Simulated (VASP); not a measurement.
# AlN (Pm) in VASP: further runs

AlN is run at these levels: PBE; tasks: single point.

Everything below comes from runs of VASP 6.6.1. Logs are shortened: lines on timing, memory, paths and dates and some standing lists are left out, and cuts for length are marked.

## Step 1: The cell of the first run

Symmetry: Pm, No. 6, monoclinic system. The conventional cell has a = 3.313 Å, b = 4.187 Å, c = 5.739 Å, α = 90.00°, β = 90.00°, γ = 90.00°. Al (site symmetry m) has 5 N at 1.63 to 2.11 Å within 2.2 Å. Al (site symmetry m) has 5 N at 1.91 to 2.09 Å within 2.5 Å. Al (site symmetry m) has 5 N at 1.91 to 2.09 Å within 2.5 Å. Al (site symmetry m) has 5 N at 1.91 to 2.09 Å within 2.5 Å. N (site symmetry m) has 5 Al at 1.91 to 2.11 Å within 2.5 Å. N (site symmetry m) has 5 Al at 1.91 to 2.09 Å within 2.5 Å. N (site symmetry m) has 5 Al at 1.91 to 2.09 Å within 2.5 Å. Within 2.2 Å of N (site symmetry m) lie 5 Al at 1.63 to 2.09 Å.

## Step 2: Single point, PBE (atom 1 (Al) moved by -0.252 Å along [1 0 0] and -0.126 Å along [1 2 0])

The input, INCAR:

```
PREC = Accurate
ENCUT = 520
EDIFF = 1E-7
ISMEAR = 0
SIGMA = 0.05
LREAL = False
LASPH = True
NELM = 100
ALGO = Normal
ISIF = 2
LWAVE = False
LCHARG = False
GGA = PE
NBANDS = 26
```

The input, KPOINTS:

```
regular mesh
0
Gamma
  8 6 4
```

The input, POSCAR:

```
AlN
1.0
   -1.6567491617      2.8695737234      0.0000000000
    0.0000000000      0.0000000000      4.1874629526
    4.9702474850      2.8695737234      0.0000000000
Al N
4 4
Direct
    0.5050945549      0.7500000000      0.1176631510
    0.0000000000      0.7500000000      0.6666666667
    0.0000000000      0.2500000000      0.3333333333
    0.5000000000      0.2500000000      0.8333333333
    0.5000000000      0.2500000000      0.1666666667
    0.0000000000      0.2500000000      0.6666666667
    0.0000000000      0.7500000000      0.3333333333
    0.5000000000      0.7500000000      0.8333333333
```

Potentials or basis: VASP PAW PBE potentials, release 64 (Al, N).

Command:

```console
> cat potpaw_PBE.64/Al/POTCAR potpaw_PBE.64/N/POTCAR > POTCAR
> mpirun -np 1 vasp_std > vasp.out
```

OUTCAR:

```text
PREC = Accurate
   ENCUT = 520
   EDIFF = 1E-7
   ISMEAR = 0
   LREAL = False
   LASPH = True
   NELM = 100
   ISIF = 2
   GGA = PE

 ion  position               nearest neighbor table
   1  0.505  0.750  0.118-   8 1.63   7 2.05   7 2.08   5 2.11   5 2.11   4 2.65   4 2.65   3 2.93
                             3 2.93   3 2.95   3 2.95   2 3.06   2 3.08
   2  0.000  0.750  0.667-   8 1.91   8 1.91   7 1.91   6 2.09   6 2.09   4 2.84   4 2.84   4 2.84
                             4 2.84   3 2.84   3 2.84   1 3.06   1 3.08
   3  0.000  0.250  0.333-   5 1.91   5 1.91   6 1.91   7 2.09   7 2.09   2 2.84   2 2.84   1 2.93
                             1 2.93   1 2.95   1 2.95   4 3.31   4 3.31   4 3.31   4 3.31
   4  0.500  0.250  0.833-   6 1.91   6 1.91   5 1.91   8 2.09   8 2.09   1 2.65   1 2.65   2 2.84
                             2 2.84   2 2.84   2 2.84   3 3.31   3 3.31   3 3.31   3 3.31
   5  0.500  0.250  0.167-   3 1.91   3 1.91   4 1.91   1 2.11   1 2.11
   6  0.000  0.250  0.667-   4 1.91   4 1.91   3 1.91   2 2.09   2 2.09
   7  0.000  0.750  0.333-   2 1.91   1 2.05   1 2.08   3 2.09   3 2.09
   8  0.500  0.750  0.833-   1 1.63   2 1.91   2 1.91   4 2.09   4 2.09

  LATTYP: Found a simple orthorhombic cell.
 ALAT       =     3.3134983233
 B/A-ratio  =     1.2637588868
 C/A-ratio  =     1.7320508076

  Lattice vectors:

 A1 = (  -1.6567491617,   2.8695737234,   0.0000000000)
 A2 = (   0.0000000000,   0.0000000000,   4.1874629526)
 A3 = (   4.9702474850,   2.8695737234,   0.0000000000)

Analysis of symmetry for initial positions (statically):
=====================================================================
 Subroutine PRICEL returns:
 Original cell was already a primitive cell.

 Routine SETGRP: Setting up the symmetry group for a
 simple orthorhombic supercell.

 Subroutine GETGRP returns: Found  2 space group operations
 (whereof  1 operations were pure point group operations)
 out of a pool of  8 trial point group operations.

The static configuration has the point symmetry C_1 .
 The point group associated with its full space group is C_1h.

Analysis of symmetry for dynamics (positions and initial velocities):
=====================================================================
 Subroutine PRICEL returns:
 Original cell was already a primitive cell.

 Routine SETGRP: Setting up the symmetry group for a
 simple orthorhombic supercell.

 Subroutine GETGRP returns: Found  2 space group operations
[... 115 lines left out ...]
   NELM   =    100;   NELMIN=  2; NELMDL= -5     # of ELM steps
   EDIFF  = 0.1E-06   stopping-criterion for ELM
   LREAL  =      F    real-space projection
   EDIFFG = 0.1E-05   stopping-criterion for IOM
   NSW    =      0    number of steps for IOM
   IBRION =     -1    ionic relax: 0-MD 1-quasi-New 2-CG
   NFREE  =      0    steps in history (QN), initial steepest desc. (CG)
   ISIF   =      2    stress and relaxation
   ISYM   =      2    0-nonsym 1-usesym 2-fastsym
   POTIM  = 0.5000    time-step for ionic-motion
   TEBEG  =    0.0;   TEEND  =   0.0 temperature during run
   PSTRESS=    0.0 pullay stress
   NELECT =      32.0000    total number of electrons
   NUPDOWN=      -1.0000    fix difference up-down
   EMIN   =  10.00;   EMAX   =-10.00  energy-range for DOS
   EFERMI =   0.00;   METHOD = LEGACY
   ISMEAR =     0;   SIGMA  =   0.05  broadening in eV -4-tet -1-fermi 0-gaus
   EFERMI_NEDOS =   21; number of points for ismear=-14 and -15
   IALGO  =     38    algorithm
   IMIX   =      4    mixing-type and parameters
     AMIX     =   0.40;   BMIX     =  1.00
     AMIX_MAG =   1.60;   BMIX_MAG =  1.00
  volume/ion in A,a.u.               =       9.95        67.17
  Fermi-wavevector in a.u.,A,eV,Ry     =   1.208082  2.282944 19.857191  1.459462
  Thomas-Fermi vector in A             =   2.343701
   LORBIT       =      0    0 simple, 1 ext, 2 COOP (PROOUT), +10 PAW based schemes
   GGA     = PE    functional components
   LHFCALC =     F    Hartree Fock is set to
   AEXX    =    0.0000 exact exchange contribution
   IVDW    =     0    specifies the selected vdW correction
   LEPSILON=     F    determine dielectric tensor
   LRPA    =     F    only Hartree local field effects (RPA)
 non-spin polarized calculation
 Gauss-broadening in eV      SIGMA  =   0.05
  energy-cutoff  :      520.00
  volume of cell :       79.63
 maximum number of plane-waves:      2174
 NGX is ok and might be reduce to    28
   NGX = 13   NGY = 15   NGZ = 21

 number of electron      31.9999993 magnetization

 Free energy of the ion-electron system (eV)
  ---------------------------------------------------
  ext. energy  EPLUGINS =         0.00000000
  ---------------------------------------------------
  free energy    TOTEN  =       -57.48487695 eV

  energy without entropy =      -57.48487695  energy(sigma->0) =      -57.48487695

 E-fermi :   8.2442     XC(G=0): -11.1543

 val. band max:        7.9678904554   @ k =   0.0000   0.0000   0.0000
 cond. band min:      10.8569034486   @ k =   0.0000   0.0000   0.0000
 fundamental gap:      2.8890129932
 Fermi energy:         8.2442027609

 k-point     1 :       0.0000    0.0000    0.0000
  band No.  band energies     occupation
      1      -9.1056      2.00000
      2      -6.8755      2.00000
      3      -6.2301      2.00000
      4      -4.8649      2.00000
      5       0.8789      2.00000
      6       1.4400      2.00000
[... 685 lines left out ...]
     25      17.7530      0.00000
     26      18.0206      0.00000

 [... further k-points ...]
[... 5 lines left out ...]
  --------------------------------------------------------------------------------------
  -------------------------------------------------------------------------------------
  Total        5.3649628      0.8964425      0.1096995      4.1421383      0.0000000      0.0000000
  in kB      107.9424273     18.0363198      2.2071416     83.3393419      0.0000000      0.0000000
  external PRESSURE =      42.7286296 kB  Pullay stress =       0.0000000 kB

 VOLUME and BASIS-vectors are now :
 -----------------------------------------------------------------------------
  energy-cutoff  :      520.00
  volume of cell :       79.63
      direct lattice vectors                 reciprocal lattice vectors
    -1.656749162  2.869573723  0.000000000    -0.150897919  0.261362862  0.000000000
     0.000000000  0.000000000  4.187462953     0.000000000  0.000000000  0.238808083
     4.970247485  2.869573723  0.000000000     0.150897919  0.087120954  0.000000000

 POSITION                                       TOTAL-FORCE (eV/Angst)
 -----------------------------------------------------------------------------------
     -0.25200      1.78705      3.14060         8.359062      4.746340      0.000000
      3.31350      1.91305      3.14060        -1.331924     -0.759508      0.000000
      1.65675      0.95652      1.04687        -0.273846     -0.129639      0.000000
      3.31350      3.82610      1.04687        -0.234445     -0.155916      0.000000
      0.00000      1.91305      1.04687        -1.124152     -0.603916      0.000000
      3.31350      1.91305      1.04687         0.547419      0.319500      0.000000
      1.65675      0.95652      3.14060        -1.055004     -0.562057      0.000000
      3.31350      3.82610      3.14060        -4.887110     -2.854803      0.000000
 -----------------------------------------------------------------------------------
    total drift:                                0.000115      0.000064      0.000000

  FREE ENERGIE OF THE ION-ELECTRON SYSTEM (eV)
  ---------------------------------------------------
  free  energy   TOTEN  =       -57.4848769480 eV

  energy  without entropy=      -57.4848769480  energy(sigma->0) =      -57.48487695
```

OSZICAR:

```text
N       E                     dE             d eps       ncg     rms          rms(c)
DAV:   1     0.111288205865E+03    0.11129E+03   -0.14874E+04  3744   0.111E+03
DAV:   2    -0.573035435611E+02   -0.16859E+03   -0.15753E+03  5146   0.230E+02
DAV:   3    -0.666975897852E+02   -0.93940E+01   -0.93377E+01  5028   0.555E+01
DAV:   4    -0.667864246412E+02   -0.88835E-01   -0.88778E-01  4480   0.609E+00
DAV:   5    -0.667877971230E+02   -0.13725E-02   -0.13721E-02  4962   0.756E-01    0.169E+01
DAV:   6    -0.575383672937E+02    0.92494E+01   -0.28555E+01  4774   0.284E+01    0.586E+00
DAV:   7    -0.575285947967E+02    0.97725E-02   -0.16936E+00  4602   0.668E+00    0.404E+00
DAV:   8    -0.574900882495E+02    0.38507E-01   -0.14163E-01  4708   0.259E+00    0.669E-01
DAV:   9    -0.574839565394E+02    0.61317E-02   -0.29232E-02  5038   0.978E-01    0.348E-01
DAV:  10    -0.574846558101E+02   -0.69927E-03   -0.41968E-03  4616   0.379E-01    0.146E-01
DAV:  11    -0.574848405105E+02   -0.18470E-03   -0.46342E-04  4240   0.174E-01    0.458E-02
DAV:  12    -0.574848742578E+02   -0.33747E-04   -0.14359E-04  4670   0.731E-02    0.177E-02
DAV:  13    -0.574848761161E+02   -0.18583E-05   -0.84575E-06  4510   0.228E-02    0.720E-03
DAV:  14    -0.574848768875E+02   -0.77147E-06   -0.26332E-06  4188   0.109E-02    0.303E-03
DAV:  15    -0.574848769480E+02   -0.60493E-07   -0.69816E-07  4704   0.511E-03
   1 F= -.57484877E+02 E0= -.57484877E+02  d E =-.801683E-17
```

Run time: 80 s. Hardware: 1 thread of AMD EPYC 9R45 (Zen 5), shared host; peak memory 0.23 GiB.

What came out:

```yaml
Free_energy: -57.4849 eV
Pressure: 4.3 GPa
Largest_force: 9.613 eV/Å
Band_gap_on_the_k_mesh: 2.89 eV
```

Forces on the atoms (eV/Å):
```
Al   8.359  4.746  0.000
Al  -1.332 -0.760  0.000
Al  -0.274 -0.130  0.000
Al  -0.234 -0.156  0.000
N   -1.124 -0.604  0.000
N    0.547  0.320  0.000
N   -1.055 -0.562  0.000
N   -4.887 -2.855  0.000
```

Levels at points of the mesh, in eV from the valence-band top:
```csv
k point,band 14,band 15,band 16,band 17,band 18,band 19
"(0.00, 0.00, 0.00)",-1.74,-0.59,0.00,2.89,3.77,4.48
"(0.50, 0.00, 0.00)",-2.30,-2.26,-2.11,5.21,5.38,5.80
"(0.00, 0.50, 0.00)",-1.64,-1.53,-1.41,4.37,4.90,5.58
"(0.50, 0.50, 0.00)",-1.29,-0.73,-0.63,5.62,5.68,6.19
"(0.00, 0.00, 0.50)",-1.63,-0.77,-0.52,4.08,4.95,5.89
"(0.50, 0.00, 0.50)",-2.56,-1.62,-1.37,3.48,4.06,6.58
"(0.00, 0.50, 0.50)",-1.56,-1.51,-1.48,4.30,5.10,5.34
"(0.50, 0.50, 0.50)",-2.08,-1.31,-1.23,4.60,4.75,5.24
```

Caveat: the cell differs from its parent crystal (atom 1 (Al) moved by -0.252 Å along [1 0 0] and -0.126 Å along [1 2 0]); the cell stands under pressure; forces of over 1 eV/Å act on the atoms, so gaps and moduli don't describe the material at rest.

## Step 3: Single point, PBE (atom 1 (Al) moved by +0.252 Å along [1 0 0] and +0.252 Å along [1 2 0])

The input, INCAR:

```
SYSTEM = AlN
PREC     = Accurate       ! precision mode
ENCUT    = 520            ! plane-wave cutoff, eV
EDIFF    = 1E-6           ! SCF threshold, eV
ISMEAR   = 0              ! smearing method
SIGMA    = 0.05           ! smearing width, eV
LREAL    = .FALSE.        ! projectors in reciprocal space
LASPH    = .TRUE.         ! aspherical terms in the spheres
NELM     = 100            ! most SCF steps
ALGO     = Normal         ! electronic algorithm
ISIF     = 2              ! what is computed and relaxed
LWAVE    = .FALSE.        ! write WAVECAR
LCHARG   = .FALSE.        ! write CHGCAR
GGA      = PE             ! functional
NBANDS   = 26             ! bands
```

The input, KPOINTS:

```
Automatic mesh
0
G
  8 6 4
  0 0 0
```

POSCAR, as its differences from that of step 2:

```diff
@@ -8,3 +8,3 @@
 Direct
-    0.5050945549      0.7500000000      0.1176631510
+    0.5278371657      0.7500000000      0.2266474225
     0.0000000000      0.7500000000      0.6666666667
```

Potentials or basis: VASP PAW PBE potentials, release 64 (Al, N).

Command:

```console
> cat potpaw_PBE.64/Al/POTCAR potpaw_PBE.64/N/POTCAR > POTCAR
> mpirun -np 1 vasp_std > vasp.out
```

It took 3.3 min on 1 thread of Intel Xeon 8259CL, shared host; peak memory 0.26 GiB.

Results (log left out):

| Item | Value |
| --- | --- |
| Free energy | -57.4983 eV |
| Pressure | 4.1 GPa |
| Largest force | 6.397 eV/Å |
| Band gap on the k mesh | 2.77 eV |

Forces on the atoms (eV/Å):
```
Al  -2.646 -5.824  0.000
Al   1.415  0.881  0.000
Al  -0.177  0.226  0.000
Al   0.294  0.140  0.000
N    1.143  0.862  0.000
N   -0.568 -0.316  0.000
N    0.376  3.814  0.000
N    0.163  0.217  0.000
```

Stress tensor (GPa, compression positive):
```
-1.12 -4.91  0.00
-4.91 13.38  0.00
 0.00  0.00  0.18
```

Levels at points of the mesh, in eV from the valence-band top:
| k point | band 12 | band 13 | band 14 | band 15 | band 16 | band 17 | band 18 | band 19 | band 20 | band 21 |
| --- | --- | --- | --- | --- | --- | --- | --- | --- | --- | --- |
| (0.00, 0.00, 0.00) | -2.75 | -2.25 | -1.39 | -1.04 | 0.00 | 2.77 | 3.90 | 4.43 | 6.94 | 7.01 |
| (0.50, 0.00, 0.00) | -3.80 | -2.96 | -2.43 | -2.20 | -1.78 | 4.90 | 5.19 | 6.27 | 6.42 | 7.05 |
| (0.00, 0.50, 0.00) | -2.49 | -2.38 | -2.07 | -1.71 | -1.44 | 4.51 | 5.02 | 5.57 | 5.99 | 8.13 |
| (0.50, 0.50, 0.00) | -4.13 | -1.60 | -1.04 | -0.89 | -0.64 | 5.28 | 5.30 | 6.45 | 6.66 | 8.49 |
| (0.00, 0.00, 0.50) | -2.70 | -2.18 | -1.44 | -0.97 | -0.73 | 4.20 | 5.06 | 5.97 | 6.09 | 7.23 |
| (0.50, 0.00, 0.50) | -4.03 | -3.12 | -2.72 | -1.57 | -1.10 | 3.16 | 4.23 | 6.18 | 6.70 | 7.14 |
| (0.00, 0.50, 0.50) | -2.35 | -2.17 | -2.14 | -1.55 | -1.38 | 4.43 | 5.14 | 5.53 | 6.22 | 8.56 |
| (0.50, 0.50, 0.50) | -2.96 | -2.32 | -1.69 | -1.39 | -1.31 | 4.05 | 4.46 | 5.27 | 5.62 | 8.91 |

Caveat: the cell differs from its parent crystal (atom 1 (Al) moved by +0.252 Å along [1 0 0] and +0.252 Å along [1 2 0]); the cell stands under pressure; forces of over 1 eV/Å act on the atoms, so gaps and moduli don't describe the material at rest. A k mesh can miss the band edges.
